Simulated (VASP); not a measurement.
# Al4Co: relaxation of cell and atoms with PBE

Al4Co:

```
Al Co
1.0
     2.87652   -3.40717    0.00000
     2.87652    3.40717    0.00000
    -1.06331    0.00000    4.34622
Al Co
4 1
Direct
  0.04004 0.46059 0.03013
  0.46059 0.04004 0.03013
  0.02926 0.02926 0.45623
  0.55010 0.55010 0.56431
  0.91880 0.91880 0.91921
```

* Program: VASP 6.6.1
* Task: relaxation of cell and atoms
* Functional: PBE
* Potentials or basis: VASP PAW PBE potentials, release 64 (Al, Co)
* Cutoff: 600 eV
* k mesh: 10 × 10 × 10
* Occupations: gaussian, width 0.1 eV
* Spin: no spin polarisation
* Dipole correction: no
* Further INCAR settings: ALGO = Fast; EDIFF = 1e-06; IBRION = 2; EDIFFG = -0.01; NSW = 100; ISIF = 3

| Item | Value |
| --- | --- |
| Relaxed volume | 17.04 Å³/atom |
| Relaxed cell | a = 4.463 Å, b = 4.463 Å, c = 4.470 Å, α = 99.08°, β = 99.08°, γ = 99.25° |
| Space group after relaxing (to 0.1 Å) | R3m (No. 160) |
| Energy gained by relaxing | 0.2 meV/atom |
| Ionic steps | 25 |
| Pressure after relaxing | -0.1 GPa |
| Largest force after relaxing | 0.007 eV/Å |
| Band gap on the k mesh | zero (an odd number of electrons rules out a gap without spin polarisation) |

Forces in eV/Å, atoms in the order of the input:
```
Al  -0.004  0.005  0.001
Al  -0.004 -0.005  0.001
Al   0.006  0.000 -0.001
Al   0.004  0.000 -0.006
Co  -0.002  0.000  0.006
```

The path:
| step | energy change (eV) | largest force (eV/Å) | pressure (GPa) | volume (Å³) |
| --- | --- | --- | --- | --- |
| 1 | 0.0000 | 0.0357 | 0.51 | 85.19 |
| 2 | 0.0012 | 0.0241 | -0.77 | 85.87 |
| 3 | 0.0000 | 0.0314 | -0.17 | 85.37 |
| 4 | 0.0000 | 0.0317 | -0.14 | 85.34 |
| 5 | 0.0000 | 0.0333 | -0.08 | 85.29 |
| 6 | -0.0002 | 0.0158 | -0.11 | 85.29 |
| 7 | -0.0004 | 0.0307 | -0.02 | 85.28 |
| 8 | -0.0005 | 0.0134 | 0.05 | 85.25 |
| 9 | -0.0005 | 0.0133 | -0.06 | 85.24 |
| 10 | -0.0006 | 0.0281 | -0.05 | 85.22 |
| 11 | -0.0006 | 0.0192 | 0.15 | 85.11 |
| 12 | -0.0006 | 0.0219 | 0.13 | 85.15 |
| 13 | -0.0007 | 0.0129 | -0.04 | 85.18 |
| 14 | -0.0007 | 0.0144 | 0.05 | 85.19 |
| 15 | -0.0007 | 0.0207 | 0.06 | 85.21 |
| 16 | -0.0007 | 0.0114 | 0.01 | 85.26 |
| 17 | -0.0007 | 0.0119 | -0.10 | 85.30 |
| 18 | -0.0007 | 0.0119 | -0.06 | 85.28 |
| 19 | -0.0007 | 0.0095 | -0.11 | 85.27 |
| 20 | -0.0007 | 0.0293 | -0.03 | 85.24 |
| 21 | -0.0008 | 0.0222 | 0.02 | 85.20 |
| 22 | -0.0008 | 0.0192 | 0.04 | 85.18 |
| 23 | -0.0008 | 0.0114 | 0.00 | 85.21 |
| 24 | -0.0008 | 0.0105 | -0.03 | 85.23 |
| 25 | -0.0008 | 0.0075 | -0.05 | 85.22 |

Final structure:
```
Al Co
1.0
     2.89077   -3.39984   -0.00688
     2.89077    3.39984   -0.00688
    -1.07896    0.00000    4.33807
Al Co
4 1
Direct
  0.03846 0.46063 0.03119
  0.46063 0.03846 0.03119
  0.02934 0.02934 0.45712
  0.55084 0.55084 0.56178
  0.91952 0.91952 0.91875
```

Levels at points of the mesh, in eV from the Fermi level:
```csv
k point,band 8,band 9,band 10,band 11,band 12,band 13
"(0.00, 0.00, 0.00)",-1.70,-1.43,-1.41,0.48,0.58,1.56
"(0.50, 0.00, 0.00)",-1.74,-1.22,-0.17,0.31,0.50,1.23
"(0.50, 0.50, 0.00)",-2.02,-1.49,-0.72,0.31,0.91,1.17
"(0.00, 0.00, 0.50)",-1.73,-1.20,-0.23,0.34,0.50,1.31
"(0.50, 0.00, 0.50)",-2.04,-1.48,-0.73,0.36,0.90,1.21
"(0.50, 0.50, 0.50)",-2.05,-2.03,-1.99,-0.69,-0.67,0.29
```

Run time: 29 min on 1 thread of Intel(R) Xeon(R) 6975P-C (Granite Rapids), on a shared host, peak memory 0.55 GiB.

Caveat: the run has no spin polarisation, though such a crystal can be magnetic. Spin polarisation is off, so any magnetic state and its effect on volume and gap are missing.
